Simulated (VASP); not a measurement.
Here is a VASP 6.6.1 calculation.

INCAR

```
PREC     = Accurate       # precision mode
ENCUT    = 1340           # plane-wave cutoff, eV
EDIFF    = 1E-6           # SCF threshold, eV
ISMEAR   = -1             # smearing method
SIGMA    = 0.02           # smearing width, eV
LREAL    = False          # projectors in reciprocal space
LASPH    = True           # aspherical terms in the spheres
NELM     = 120            # most SCF steps
ALGO     = Normal         # electronic algorithm
ISIF     = 2              # what is computed and relaxed
LWAVE    = False          # write WAVECAR
LCHARG   = False          # write CHGCAR
GGA      = PS             # functional
NBANDS   = 28             # bands
GGA_COMPAT= False
```

KPOINTS

```
Automatic mesh
0
Gamma
  6 6 6
```

POSCAR

```
BaZrO3
1.0
    4.1806652847      0.0000000000      0.0000000000
    0.0000000000      4.1806652847      0.0000000000
    0.0000000000      0.0000000000      4.1806652847
Ba Zr O
1 1 3
Direct
    0.0000000000      0.0000000000      0.0000000000
    0.5000000000      0.5000000000      0.5000000000
    0.0000000000      0.5000000000      0.5000000000
    0.5000000000      0.0000000000      0.5000000000
    0.5000000000      0.5000000000      0.0000000000
```

Potentials or basis: VASP PAW PBE potentials, release 64 (Ba_sv, Zr_sv, O_h).

The run is started by

```sh
$ cat potpaw_PBE.64/Ba_sv/POTCAR potpaw_PBE.64/Zr_sv/POTCAR potpaw_PBE.64/O_h/POTCAR > POTCAR
$ mpirun -np 1 vasp_std > vasp.out
```

Problem. Predict the band gap on the k mesh.

Solution. 3.13 eV (least direct gap 3.34 eV).

Problem. What does it give for the pressure?

Solution. 1.0 GPa.

Caveat: the PAW data sets were made with another functional, which shifts forces and pressure a little; spin-orbit coupling is left out, which moves the levels of the heavy elements. A k mesh can miss the band edges.
